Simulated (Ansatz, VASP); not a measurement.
One calculation of PbS, two programs

File POSCAR:

```
PbS
1.0
    2.9546766125     -2.9689065328      0.2885572983
    2.9546766125      2.9689065328      0.2885572983
   -0.5836033582      0.0000000000      5.9261748063
Pb S
2 2
Direct
    0.7499848290      0.7499848290      0.7500022824
    0.2500151710      0.2500151710      0.2499977176
    0.2500755424      0.2500755424      0.7500279570
    0.7499244576      0.7499244576      0.2499720430
```

File INCAR.step1:

```
SYSTEM = PbS
  ALGO = Normal
  EDIFF = 1E-5
  ENCUT = 520
  GGA = PE
  ISIF = 2
  ISMEAR = 0
  LASPH = .TRUE.
  LCHARG = .FALSE.
  LREAL = .FALSE.
  LWAVE = .TRUE.
  NBANDS = 28
  NELM = 80
  PREC = Accurate
  SIGMA = 0.01
```

Contents of INCAR.step2:

```
SYSTEM = PbS
  ALGO = Normal
  EDIFF = 1E-6
  ENCUT = 520
  GGA = PE
  HFSCREEN = 0.2079
  ISIF = 2
  ISMEAR = 0
  ISTART = 1
  LASPH = .TRUE.
  LCHARG = .FALSE.
  LHFCALC = .TRUE.
  LREAL = .FALSE.
  LWAVE = .FALSE.
  NBANDS = 28
  NELM = 80
  PREC = Accurate
  PRECFOCK = Normal
  SIGMA = 0.01
```

KPOINTS

```
k-points
0
G
  4 4 2
  0 0 0
```

Input for Ansatz:

```yaml
crystal:
  lattice:
    - [2.9546766125, -2.9689065328, 0.2885572983]
    - [2.9546766125, 2.9689065328, 0.2885572983]
    - [-0.5836033582, 0.0, 5.9261748063]
  atoms:
    - { symbol: Pb, position: [0.749984829, 0.749984829, 0.7500022824] }
    - { symbol: Pb, position: [0.250015171, 0.250015171, 0.2499977176] }
    - { symbol: S, position: [0.2500755424, 0.2500755424, 0.750027957] }
    - { symbol: S, position: [0.7499244576, 0.7499244576, 0.249972043] }
kpoints:
  mp_grid: { grid: [4, 4, 2] }
hamiltonian:
  xc: hse06
scf:
  occupations: { method: fixed }
  n_extra_bands: 5
  exx: { singularity: regularized }
output:
  forces: true
  stress: true
  eigenvalues: true
```

Alike in both runs: task single point; functional HSE06; k mesh 4 × 4 × 2; no spin polarisation.

|  | VASP | Ansatz |
| --- | --- | --- |
| version | VASP 6.6.1 | Ansatz 0.2.0 |
| potentials or method | VASP PAW PBE potentials, release 64 (Pb_d, S) | plane waves |
| plane-wave cutoff (eV) | 520 | 420 |
| occupations | gaussian, width 0.01 eV | fixed |
| valence electrons in the cell | 40 | 40 |

```tsv
	VASP	Ansatz	Ansatz less VASP
gap on the k mesh at the Fermi level (eV)	0.84	0.83	-0.006
pressure (GPa)	1.7	1.9	+0.11
traceless stress, the component that is largest in VASP (GPa)	3.24	3.25	+0.008
```

Ansatz's warnings: stress exchange threshold loose, stress scf threshold loose.

The k mesh is coarse, so the values compare programs but aren't converged. Spin-orbit coupling is off throughout.
